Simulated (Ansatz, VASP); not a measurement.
**One calculation of GaN, two programs**

```
Ga N
1.0
     3.18000    0.00000    0.00000
    -1.59000    2.75396    0.00000
     0.00000    0.00000    5.16600
Ga N
2 2
Direct
  0.33333 0.66667 0.00000
  0.66667 0.33333 0.50000
  0.30189 0.66667 0.35564
  0.66667 0.33333 0.87500
```

Alike in both runs: task single point; functional PBE; k mesh 12 × 12 × 6; occupations gaussian, width 0.05 eV; no spin polarisation.

|  | VASP | Ansatz |
| --- | --- | --- |
| version | VASP 6.6.1 | Ansatz 0.2.0 |
| potentials or method | VASP PAW PBE potentials, release 64 (Ga_d, N), cutoff 520 eV | scalar-relativistic, plane waves, PAW |
| valence electrons in the cell | 36 | 36 |

|  | VASP | Ansatz | Ansatz less VASP |
| --- | --- | --- | --- |
| gap on the k mesh at the Fermi level (eV) | 1.84 | 1.83 | -0.006 |
| least direct gap on the mesh (eV) | 1.84 | 1.83 | -0.006 |
| pressure (GPa) | 8.6 | 8.6 | +0.01 |
| traceless stress, the component that is largest in VASP (GPa) | 6.17 | 6.27 | +0.105 |
| rms of the force components (eV/Å) | 0.865 | 0.877 | +0.0124 |

Atom by atom the forces differ by 0.014 eV/Å (rms over components). With one functional, cell and mesh, what is left measures potentials, basis and numerics.
